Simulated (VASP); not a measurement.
Input of a VASP 6.6.1 run:

The input INCAR:

```
SYSTEM = Eu
PREC = Accurate
ENCUT = 520
EDIFF = 1E-6
ISMEAR = -1
SIGMA = 0.05
LREAL = .False.
LASPH = .True.
NELM = 150
ALGO = Normal
ISIF = 2
LWAVE = .False.
LCHARG = .False.
ISPIN = 2
MAGMOM = 7
LORBIT = 11
LMAXMIX = 6
GGA = PS
NBANDS = 18
```

Contents of KPOINTS:

```
Automatic mesh
0
Gamma
  8 8 8
  0 0 0
```

File POSCAR:

```
Eu
1.0
   -2.2718745629      2.2718745629      2.2718745629
    2.2718745629     -2.2718745629      2.2718745629
    2.2718745629      2.2718745629     -2.2718745629
Eu
1
Direct
    0.0000000000      0.0000000000      0.0000000000
```

Potentials or basis: VASP PAW PBE potentials, release 64 (Eu).

Run with:

```console
$ cat potpaw_PBE.64/Eu/POTCAR > POTCAR
$ mpirun -np 1 vasp_std > vasp.out
```

Task: Predict the net moment.

Result: 7.33 μB per cell.

Task: Estimate the site moments.

Result: Eu +6.70 μB.

 The state reached can hang on the start; a lower one may exist.
